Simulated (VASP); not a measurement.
Write the native input for VASP 6.6.1 that does the following.

```yaml
Task: relaxation of cell and atoms
Functional: PBE
Potentials_or_basis: VASP PAW PBE potentials, release 64 (Al, H)
Cutoff: 600 eV
k_mesh: 12 × 12 × 4
Occupations: gaussian, width 0.1 eV
Spin: no spin polarisation
Dipole_correction: no
Further_INCAR_settings: ALGO = Normal; EDIFF = 1e-06; IBRION = 2; EDIFFG = -0.01; NSW = 100; ISIF = 3
```

The structure of Al3H2 lies in POSCAR:

```
Al3H2
1.0
    2.9079080278      0.0000000000      0.0000000000
   -1.4539540139      2.5183222240      0.0000000000
    0.0000000000      0.0000000000      7.7651096386
Al H
3 2
Direct
    0.0000000000      0.0000000000      0.0000000000
    0.3333333333      0.6666666667      0.3532209067
    0.6666666667      0.3333333333      0.6467790933
    0.3333333333      0.6666666667      0.8931079102
    0.6666666667      0.3333333333      0.1068920898
```

This cell differs from its parent crystal: atoms taken out.

The input as run:

INCAR

```
SYSTEM = Al3H2
PREC = Accurate
ENCUT = 600
EDIFF = 1E-6
ISMEAR = 0
SIGMA = 0.1
LREAL = .FALSE.
LASPH = .TRUE.
NELM = 60
ALGO = Normal
ISIF = 3
LWAVE = .FALSE.
LCHARG = .FALSE.
GGA = PE
IBRION = 2
NSW = 100
EDIFFG = -0.01
```

KPOINTS

```
regular mesh
0
G
  12 12 4
  0 0 0
```

Potentials or basis: VASP PAW PBE potentials, release 64 (Al, H).

The run is started by

```bash
$ cat potpaw_PBE.64/Al/POTCAR potpaw_PBE.64/H/POTCAR > POTCAR
$ mpirun -np 1 vasp_std > vasp.out
```

It gave:

```
Relaxed volume                        : 11.23 Å³/atom
Relaxed cell                          : a = 2.960 Å, b = 2.960 Å, c = 7.402 Å, α = 90.00°, β = 90.00°, γ = 120.00°
Space group after relaxing (to 0.1 Å) : P-3m1 (No. 164)
Energy gained by relaxing             : 8.6 meV/atom
Ionic steps                           : 11
Pressure after relaxing               : 0.0 GPa
```

Caveat: the cell differs from its parent crystal (atoms taken out); the highest band is partly filled, so the run has too few bands.

Run time: 73 s on 1 thread of Intel(R) Xeon(R) 6975P-C (Granite Rapids), on a shared host, peak memory 0.21 GiB.
